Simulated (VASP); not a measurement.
BaOs2Rh2:

```
Os Rh Ba
1.0
     0.00000    4.15428    0.00000
     4.15428    0.00000    0.00000
     2.07714    2.07714   -6.02133
Os Rh Ba
2 2 1
Direct
  0.75000 0.25000 0.50000
  0.25000 0.75000 0.50000
  0.37500 0.37500 0.25000
  0.62500 0.62500 0.75000
  0.00000 0.00000 0.00000
```

Base run:

* Program: VASP 6.6.1
* Functional: RPBE
* Potentials or basis: VASP PAW PBE potentials, release 64 (Os, Rh_pv, Ba_sv)
* Cutoff: 520 eV
* k mesh: 5 × 5 × 5
* Occupations: fermi-dirac, width 0.1 eV
* Spin: no spin polarisation

Its results: band gap on the k mesh zero (bands 28 and 29 overlap by 0.36 eV); pressure -0.4 GPa; largest force 0.342 eV/Å.

Question: The run is repeated on the same cell with these changes: functional from RPBE to r2SCAN. What comes out?

Answer: Band gap on the k mesh zero (bands 28 and 29 overlap by 0.37 eV); pressure -5.8 GPa; largest force 0.175 eV/Å.

Caveats: the PAW data sets were made with another functional, which shifts forces and pressure a little; spin-orbit coupling is left out, which moves the levels of the heavy elements; the cell stands under tension (at least some runs).
